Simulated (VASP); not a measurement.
# C (Fd-3m) in VASP: further runs

C is run at these levels: LDA; tasks: single point.

All numbers are computed with VASP 6.6.1; they aren't measurements. Logs are shortened: lines on timing, memory, paths and dates and some standing lists are left out, and cuts for length are marked.

### Step 1. The cell of the first run

Symmetry: Fd-3m, No. 227, cubic system. The conventional cell has a = 3.567 Å, b = 3.567 Å, c = 3.567 Å, α = 90.00°, β = 90.00°, γ = 90.00°. Within 2.1 Å of C (site symmetry -43m) lie 4 C at 1.54 Å.

### Step 2. Single point, LDA

Input file INCAR:

```
PREC     = Accurate       # precision mode
ENCUT    = 520            # plane-wave cutoff, eV
EDIFF    = 1E-6           # SCF threshold, eV
ISMEAR   = 0              # smearing method
SIGMA    = 0.1            # smearing width, eV
LREAL    = F              # projectors in reciprocal space
LASPH    = T              # aspherical terms in the spheres
NELM     = 80             # most SCF steps
ALGO     = Normal         # electronic algorithm
ISIF     = 2              # what is computed and relaxed
LWAVE    = F              # write WAVECAR
LCHARG   = F              # write CHGCAR
GGA      = CA             # functional
NBANDS   = 11             # bands
```

Input file KPOINTS:

```
regular mesh
0
Gamma
  8 8 8
```

Input file POSCAR:

```
C
1.0
    0.0000000000      1.7834000000      1.7834000000
    1.7834000000      0.0000000000      1.7834000000
    1.7834000000      1.7834000000      0.0000000000
C
2
Direct
    0.5000000000      0.5000000000      0.5000000000
    0.7500000000      0.7500000000      0.7500000000
```

Potentials or basis: VASP PAW LDA potentials, release 64 (C).

Launch:

```bash
cat potpaw_LDA.64/C/POTCAR > POTCAR
mpirun -np 1 vasp_std > vasp.out
```

OUTCAR:

```text
PREC = Accurate
   ENCUT = 520
   EDIFF = 1E-6
   ISMEAR = 0
   LREAL = F
   LASPH = T
   NELM = 80
   ISIF = 2
   GGA = CA

 ion  position               nearest neighbor table
   1  0.500  0.500  0.500-   2 1.54   2 1.54   2 1.54   2 1.54
   2  0.750  0.750  0.750-   1 1.54   1 1.54   1 1.54   1 1.54

  LATTYP: Found a face centered cubic cell.
 ALAT       =     3.5668000000

  Lattice vectors:

 A1 = (   0.0000000000,   1.7834000000,   1.7834000000)
 A2 = (   1.7834000000,   0.0000000000,   1.7834000000)
 A3 = (   1.7834000000,   1.7834000000,   0.0000000000)

Analysis of symmetry for initial positions (statically):
=====================================================================
 Subroutine PRICEL returns:
 Original cell was already a primitive cell.

 Routine SETGRP: Setting up the symmetry group for a
 face centered cubic supercell.

 Subroutine GETGRP returns: Found 48 space group operations
 (whereof 24 operations were pure point group operations)
 out of a pool of 48 trial point group operations.

The static configuration has the point symmetry T_d .
 The point group associated with its full space group is O_h .

Analysis of symmetry for dynamics (positions and initial velocities):
=====================================================================
 Subroutine PRICEL returns:
 Original cell was already a primitive cell.

 Routine SETGRP: Setting up the symmetry group for a
 face centered cubic supercell.

 Subroutine GETGRP returns: Found 48 space group operations
 (whereof 24 operations were pure point group operations)
 out of a pool of 48 trial point group operations.

The dynamic configuration has the point symmetry T_d .
 The point group associated with its full space group is O_h .

 Subroutine INISYM returns: Found 48 space group operations
 (whereof 24 operations are pure point group operations),
 and found     1 'primitive' translations

----------------------------------------------------------------------------------------

                                     Primitive cell

  volume of cell :      11.3443

  direct lattice vectors                    reciprocal lattice vectors
     0.000000000  1.783400000  1.783400000    -0.280363351  0.280363351  0.280363351
     1.783400000  0.000000000  1.783400000     0.280363351 -0.280363351  0.280363351
     1.783400000  1.783400000  0.000000000     0.280363351  0.280363351 -0.280363351

  length of vectors
     2.522108467  2.522108467  2.522108467     0.485603568  0.485603568  0.485603568

  position of ions in fractional coordinates (direct lattice)
     0.500000000  0.500000000  0.500000000
     0.750000000  0.750000000  0.750000000

  ion indices of the primitive-cell ions
   primitive index   ion index
                 1           1
                 2           2

----------------------------------------------------------------------------------------

 KPOINTS: regular mesh

Automatic generation of k-mesh.
 Grid dimensions read from file:
 generate k-points for:    8    8    8

 Generating k-lattice:

  Cartesian coordinates                     Fractional coordinates (reciprocal lattice)
    -0.035045419  0.035045419  0.035045419     0.125000000  0.000000000  0.000000000
     0.035045419 -0.035045419  0.035045419     0.000000000  0.125000000  0.000000000
     0.035045419  0.035045419 -0.035045419     0.000000000  0.000000000  0.125000000

  Length of vectors
     0.060700446  0.060700446  0.060700446

  Shift w.r.t. Gamma in fractional coordinates (k-lattice)
     0.000000000  0.000000000  0.000000000

 Subroutine IBZKPT returns following result:
 ===========================================

 Found     29 irreducible k-points:

 Following reciprocal coordinates:
            Coordinates               Weight
  0.000000  0.000000  0.000000      1.000000
  0.125000  0.000000  0.000000      8.000000
  0.250000  0.000000  0.000000      8.000000
  0.375000  0.000000  0.000000      8.000000
  0.500000  0.000000  0.000000      4.000000
  0.125000  0.125000  0.000000      6.000000
[... 16 lines left out ...]
  0.500000  0.250000  0.125000     48.000000
 -0.375000  0.250000  0.125000     24.000000
 [... further k-points ...]
   k-points           NKPTS =     29   k-points in BZ     NKDIM =     29   number of bands    NBANDS=     11
   number of dos      NEDOS =    301   number of ions     NIONS =      2
   total plane-waves  NPLWV =   8000
   dimension x,y,z NGX =    20 NGY =   20 NGZ =   20
   dimension x,y,z NGXF=    40 NGYF=   40 NGZF=   40
   ions per type =               2
   NGX,Y,Z   is equivalent  to a cutoff of  13.18, 13.18, 13.18 a.u.
   NGXF,Y,Z  is equivalent  to a cutoff of  26.37, 26.37, 26.37 a.u.
 SYSTEM =  unknown system
   PREC   = accura    normal or accurate (medium, high low for compatibility)
   ISTART =      0    job   : 0-new  1-cont  2-samecut
   ICHARG =      2    charge: 1-file 2-atom 10-const
   ISPIN  =      1    spin polarized calculation?
[... 34 lines left out ...]
   LEPSILON=     F    determine dielectric tensor
   LRPA    =     F    only Hartree local field effects (RPA)
 non-spin polarized calculation
 Gauss-broadening in eV      SIGMA  =   0.10
  energy-cutoff  :      520.00
  volume of cell :       11.34
 maximum number of plane-waves:       314
   NGX =  9   NGY =  9   NGZ =  9

 number of electron       7.9999999 magnetization

 Free energy of the ion-electron system (eV)
  ---------------------------------------------------
  ext. energy  EPLUGINS =         0.00000000
  ---------------------------------------------------
  free energy    TOTEN  =       -20.23442688 eV

  energy without entropy =      -20.23442688  energy(sigma->0) =      -20.23442688

 E-fermi :  10.2767     XC(G=0): -13.4993

 val. band max:        9.7234929083   @ k =   0.0000   0.0000   0.0000
 cond. band min:      13.8224925922   @ k =   0.3750   0.3750   0.0000
 fundamental gap:      4.0989996839
 Fermi energy:        10.2767334762

 k-point     1 :       0.0000    0.0000    0.0000
  band No.  band energies     occupation
      1     -11.5948      2.00000
      2       9.7235      2.00000
      3       9.7235      2.00000
      4       9.7235      2.00000
      5      15.2656      0.00000
      6      15.2656      0.00000
      7      15.2656      0.00000
      8      23.2789      0.00000
      9      28.7260      0.00000
     10      36.3524      0.00000
     11      36.3525      0.00000

 k-point     2 :       0.1250    0.0000    0.0000
  band No.  band energies     occupation
      1     -11.1628      2.00000
      2       7.3345      2.00000
      3       9.0728      2.00000
      4       9.0728      2.00000
      5      16.1192      0.00000
      6      16.1192      0.00000
      7      16.5652      0.00000
      8      23.5723      0.00000
      9      29.3548      0.00000
     10      33.1396      0.00000
     11      33.1396      0.00000

 k-point     3 :       0.2500    0.0000    0.0000
  band No.  band energies     occupation
      1      -9.8798      2.00000
      2       3.1894      2.00000
      3       7.9838      2.00000
      4       7.9838      2.00000
      5      17.4479      0.00000
      6      17.4479      0.00000
      7      17.9159      0.00000
      8      24.3122      0.00000
      9      30.1173      0.00000
     10      32.0385      0.00000
     11      32.0385      0.00000

 k-point     4 :       0.3750    0.0000    0.0000
  band No.  band energies     occupation
      1      -7.8071      2.00000
      2      -0.8812      2.00000
      3       7.2056      2.00000
      4       7.2056      2.00000
      5      18.0347      0.00000
      6      18.0347      0.00000
      7      18.5526      0.00000
      8      24.9556      0.00000
      9      30.5801      0.00000
     10      33.6073      0.00000
     11      33.6073      0.00000
[... 239 lines left out ...]
 k-point    22 :       0.3750    0.2500    0.1250
  band No.  band energies     occupation
      1      -8.7545      2.00000
      2       3.3081      2.00000
      3       4.2311      2.00000
      4       6.8567      2.00000
      5      16.2496      0.00000
      6      19.6902      0.00000
      7      21.2049      0.00000
      8      21.4412      0.00000
      9      30.3098      0.00000
     10      30.9357      0.00000
     11      35.2592      0.00000

 k-point    23 :       0.5000    0.2500    0.1250
  band No.  band energies     occupation
      1      -6.7221      2.00000
      2      -0.0376      2.00000
      3       3.4872      2.00000
      4       5.6525      2.00000
      5      17.6144      0.00000
      6      19.2935      0.00000
      7      22.1113      0.00000
      8      22.9443      0.00000
      9      29.5881      0.00000
     10      31.8665      0.00000
     11      35.6207      0.00000

 k-point    24 :      -0.3750    0.2500    0.1250
  band No.  band energies     occupation
      1      -4.7506      2.00000
      2      -2.6040      2.00000
      3       3.4664      2.00000
      4       5.0363      2.00000
      5      17.8956      0.00000
      6      19.1750      0.00000
      7      22.7580      0.00000
      8      24.4393      0.00000
      9      27.7770      0.00000
     10      33.3457      0.00000
     11      35.8635      0.00000

 [... further k-points ...]
[... 5 lines left out ...]
  --------------------------------------------------------------------------------------
  -------------------------------------------------------------------------------------
  Total       -0.8250046     -0.8250046     -0.8250046      0.0000000      0.0000000      0.0000000
  in kB     -116.5173620   -116.5173620   -116.5173620      0.0000000      0.0000000      0.0000000
  external PRESSURE =    -116.5173620 kB  Pullay stress =       0.0000000 kB

 VOLUME and BASIS-vectors are now :
 -----------------------------------------------------------------------------
  energy-cutoff  :      520.00
  volume of cell :       11.34
      direct lattice vectors                 reciprocal lattice vectors
     0.000000000  1.783400000  1.783400000    -0.280363351  0.280363351  0.280363351
     1.783400000  0.000000000  1.783400000     0.280363351 -0.280363351  0.280363351
     1.783400000  1.783400000  0.000000000     0.280363351  0.280363351 -0.280363351

 POSITION                                       TOTAL-FORCE (eV/Angst)
 -----------------------------------------------------------------------------------
      1.78340      1.78340      1.78340        -0.000000     -0.000000     -0.000000
      2.67510      2.67510      2.67510         0.000000      0.000000      0.000000
 -----------------------------------------------------------------------------------
    total drift:                                0.000000     -0.000000      0.000000

  FREE ENERGIE OF THE ION-ELECTRON SYSTEM (eV)
  ---------------------------------------------------
  free  energy   TOTEN  =       -20.2344268834 eV

  energy  without entropy=      -20.2344268834  energy(sigma->0) =      -20.23442688
```

It took 3.2 s on 1 thread of Intel Xeon Platinum 8375C at 2.90GHz (Ice Lake), shared host; peak memory 0.11 GiB.

What came out:

```
Free energy            : -20.2344 eV
Pressure               : -11.7 GPa
Band gap on the k mesh : 4.10 eV, indirect (least direct gap 5.54 eV)
```

Levels at points of the mesh, in eV from the valence-band top:
```tsv
k point	band 1	band 2	band 3	band 4	band 5	band 6	band 7	band 8
(0.00, 0.00, 0.00)	-21.32	0.00	0.00	0.00	5.54	5.54	5.54	13.56
(0.50, 0.00, 0.00)	-15.48	-13.36	-2.79	-2.79	8.38	8.38	9.01	15.41
(0.50, 0.50, 0.00)	-12.61	-12.61	-6.29	-6.29	4.70	4.70	16.63	16.63
```

A k mesh can miss the band edges.

### Step 3. Single point, LDA

This run uses another cell than the first one, of 5.51 Å³/atom, 0.971 times its volume.

Input file INCAR:

```
SYSTEM = C
  ALGO = Normal
  EDIFF = 1E-6
  ENCUT = 520
  GGA = CA
  ISIF = 2
  ISMEAR = 0
  LASPH = .True.
  LCHARG = .False.
  LREAL = .False.
  LWAVE = .False.
  NBANDS = 11
  NELM = 80
  PREC = Accurate
  SIGMA = 0.1
```

Input file KPOINTS:

```
k-points
0
Gamma
  10 10 10
  0 0 0
```

Input file POSCAR:

```
C
1.0
    0.0000000000      1.7657489861      1.7657489861
    1.7657489861      0.0000000000      1.7657489861
    1.7657489861      1.7657489861      0.0000000000
C
2
Direct
    0.5000000000      0.5000000000      0.5000000000
    0.7500000000      0.7500000000      0.7500000000
```

Potentials or basis: VASP PAW LDA potentials, release 64 (C).

Launch:

```bash
cat potpaw_LDA.64/C/POTCAR > POTCAR
mpirun -np 1 vasp_std > vasp.out
```

Run time: 5.1 s. Hardware: 1 thread of Intel Xeon Platinum 8375C at 2.90GHz (Ice Lake), shared host; peak memory 0.11 GiB.

It converged, with:

| Item | Value |
| --- | --- |
| Free energy | -20.2451 eV |
| Pressure | 1.7 GPa |
| Band gap on the k mesh | 4.20 eV, indirect (least direct gap 5.63 eV) |

Levels at points of the mesh, in eV from the valence-band top:
```
           k point  band 1  band 2  band 3  band 4  band 5  band 6  band 7  band 8
(0.00, 0.00, 0.00)  -21.72    0.00    0.00    0.00    5.63    5.63    5.63   14.24
(0.50, 0.00, 0.00)  -15.70  -13.69   -2.87   -2.87    8.51    8.51    9.42   15.68
(0.50, 0.50, 0.00)  -12.82  -12.82   -6.47   -6.47    4.77    4.77   17.08   17.08
```

A k mesh can miss the band edges.

### Step 4. Single point, LDA

This run uses another cell than the first one, of 5.51 Å³/atom, 0.971 times its volume.

Input file INCAR:

```
SYSTEM = C
PREC = Accurate ; ENCUT = 520
EDIFF = 1E-7 ; ISMEAR = 0
SIGMA = 0.02 ; LREAL = .FALSE.
LASPH = .TRUE. ; NELM = 60
ALGO = Normal ; ISIF = 2
LWAVE = .FALSE. ; LCHARG = .FALSE.
GGA = CA ; NBANDS = 11
```

Input file KPOINTS:

```
regular mesh
0
G
  12 12 12
  0 0 0
```

Input file POSCAR:

```
C
1.0
    0.0000000000      1.7657330654      1.7657330654
    1.7657330654      0.0000000000      1.7657330654
    1.7657330654      1.7657330654      0.0000000000
C
2
Direct
    0.5000000000      0.5000000000      0.5000000000
    0.7500000000      0.7500000000      0.7500000000
```

Launch:

```bash
cat potpaw_LDA.64/C/POTCAR > POTCAR
mpirun -np 1 vasp_std > vasp.out
```

Wall time 6.5 s (1 thread of Intel Xeon Platinum 8375C at 2.90GHz (Ice Lake), shared host); peak memory 0.11 GiB.

It converged, with:

```
Free energy            : -20.2452 eV
Pressure               : 1.7 GPa
Band gap on the k mesh : 4.20 eV, indirect (least direct gap 5.63 eV)
```

Levels at points of the mesh, in eV from the valence-band top:
```csv
k point,band 1,band 2,band 3,band 4,band 5,band 6,band 7,band 8
"(0.00, 0.00, 0.00)",-21.72,0.00,0.00,0.00,5.63,5.63,5.63,14.24
"(0.50, 0.00, 0.00)",-15.70,-13.69,-2.87,-2.87,8.51,8.51,9.42,15.68
"(0.50, 0.50, 0.00)",-12.82,-12.82,-6.47,-6.47,4.77,4.77,17.08,17.08
```

A k mesh can miss the band edges. LDA gaps usually lie below the measured ones, often by a third to a half.

### Step 5. Single point, LDA

This run uses another cell than the first one, of 5.51 Å³/atom, 0.971 times its volume.

Input file INCAR:

```
SYSTEM = C
  ALGO = Normal
  EDIFF = 1E-6
  ENCUT = 910
  GGA = CA
  GGA_COMPAT = .False.
  ISIF = 2
  ISMEAR = 0
  LASPH = .True.
  LCHARG = .False.
  LREAL = .False.
  LWAVE = .False.
  NBANDS = 11
  NELM = 120
  PREC = Accurate
  SIGMA = 0.1
```

Input file KPOINTS:

```
k-points
0
Gamma
  10 10 10
  0 0 0
```

Input file POSCAR:

```
C
1.0
    0.0000000000      1.7657489861      1.7657489861
    1.7657489861      0.0000000000      1.7657489861
    1.7657489861      1.7657489861      0.0000000000
C
2
Direct
    0.5000000000      0.5000000000      0.5000000000
    0.7500000000      0.7500000000      0.7500000000
```

Potentials or basis: VASP PAW LDA potentials, release 64 (C_h).

Launch:

```bash
cat potpaw_LDA.64/C_h/POTCAR > POTCAR
mpirun -np 1 vasp_std > vasp.out
```

It took 8.7 s on 1 thread of Intel Xeon Platinum 8375C at 2.90GHz (Ice Lake), shared host; peak memory 0.13 GiB.

Results (log left out):

```
Free energy            : -20.2667 eV
Pressure               : 0.8 GPa
Band gap on the k mesh : 4.21 eV, indirect (least direct gap 5.63 eV)
```

Levels at points of the mesh, in eV from the valence-band top:
```
           k point  band 2  band 3  band 4  band 5  band 6  band 7
(0.00, 0.00, 0.00)    0.00    0.00    0.00    5.63    5.63    5.63
(0.50, 0.00, 0.00)  -13.70   -2.87   -2.87    8.51    8.51    9.42
(0.50, 0.50, 0.00)  -12.82   -6.47   -6.47    4.78    4.78   17.08
```

Caveat: the cutoff is under 1.25 times the usual one of these potentials, so pressure, stress and relaxed cells hold a basis-set (Pulay) error. A k mesh can miss the band edges.

### Step 6. Single point, LDA

Input file INCAR:

```
PREC     = Accurate       # precision mode
ENCUT    = 910            # plane-wave cutoff, eV
EDIFF    = 1E-6           # SCF threshold, eV
ISMEAR   = 0              # smearing method
SIGMA    = 0.1            # smearing width, eV
LREAL    = F              # projectors in reciprocal space
LASPH    = T              # aspherical terms in the spheres
NELM     = 120            # most SCF steps
ALGO     = Normal         # electronic algorithm
ISIF     = 2              # what is computed and relaxed
LWAVE    = F              # write WAVECAR
LCHARG   = F              # write CHGCAR
GGA      = CA             # functional
NBANDS   = 11             # bands
GGA_COMPAT= F
```

Input file KPOINTS:

```
regular mesh
0
Gamma
  8 8 8
```

Input file POSCAR:

```
C
1.0
    0.0000000000      1.7834000000      1.7834000000
    1.7834000000      0.0000000000      1.7834000000
    1.7834000000      1.7834000000      0.0000000000
C
2
Direct
    0.5000000000      0.5000000000      0.5000000000
    0.7500000000      0.7500000000      0.7500000000
```

Potentials or basis: VASP PAW LDA potentials, release 64 (C_h).

Launch:

```bash
cat potpaw_LDA.64/C_h/POTCAR > POTCAR
mpirun -np 1 vasp_std > vasp.out
```

It took 4.4 s on 1 thread of Intel Xeon 6975P-C (Granite Rapids), shared host; peak memory 0.12 GiB.

It converged, with:

| Item | Value |
| --- | --- |
| Free energy | -20.2546 eV |
| Pressure | -12.5 GPa |
| Band gap on the k mesh | 4.10 eV, indirect (least direct gap 5.54 eV) |

Levels at points of the mesh, in eV from the valence-band top:
| k point | band 2 | band 3 | band 4 | band 5 | band 6 | band 7 |
| --- | --- | --- | --- | --- | --- | --- |
| (0.00, 0.00, 0.00) | 0.00 | 0.00 | 0.00 | 5.54 | 5.54 | 5.54 |
| (0.50, 0.00, 0.00) | -13.36 | -2.79 | -2.79 | 8.38 | 8.38 | 9.01 |
| (0.50, 0.50, 0.00) | -12.61 | -6.29 | -6.29 | 4.71 | 4.71 | 16.62 |

Caveat: the cutoff is under 1.25 times the usual one of these potentials, so pressure, stress and relaxed cells hold a basis-set (Pulay) error.

### Step 7. Overview

| potentials or basis | cell | k mesh | cutoff (eV) | smearing | second run | gap on the mesh (eV) | pressure (GPa) |
| --- | --- | --- | --- | --- | --- | --- | --- |
| VASP PAW LDA potentials, release 64 (C) | a = 2.522 Å, angles 60.0°, 2 atoms | 8 × 8 × 8 | 520 | gaussian 0.1 eV | - | 4.10 | -11.7 |
| VASP PAW LDA potentials, release 64 (C) | a = 2.497 Å, angles 60.0°, 2 atoms | 10 × 10 × 10 | 520 | gaussian 0.1 eV | - | 4.20 | 1.7 |
| VASP PAW LDA potentials, release 64 (C) | a = 2.497 Å, angles 60.0°, 2 atoms | 12 × 12 × 12 | 520 | gaussian 0.02 eV | - | 4.20 | 1.7 |
| VASP PAW LDA potentials, release 64 (C_h) | a = 2.497 Å, angles 60.0°, 2 atoms | 10 × 10 × 10 | 910 | gaussian 0.1 eV | hard_potentials | 4.21 | 0.8 |
| VASP PAW LDA potentials, release 64 (C_h) | a = 2.522 Å, angles 60.0°, 2 atoms | 8 × 8 × 8 | 910 | gaussian 0.1 eV | hard_potentials | 4.10 | -12.5 |

Alike in all rows: task single point; level LDA; no spin polarisation.

Caveats: the cutoff is under 1.25 times the usual one of these potentials, so pressure, stress and relaxed cells hold a basis-set (Pulay) error (some runs).

Total energies depend on the potentials used, so only differences within one code and one set of settings carry meaning.
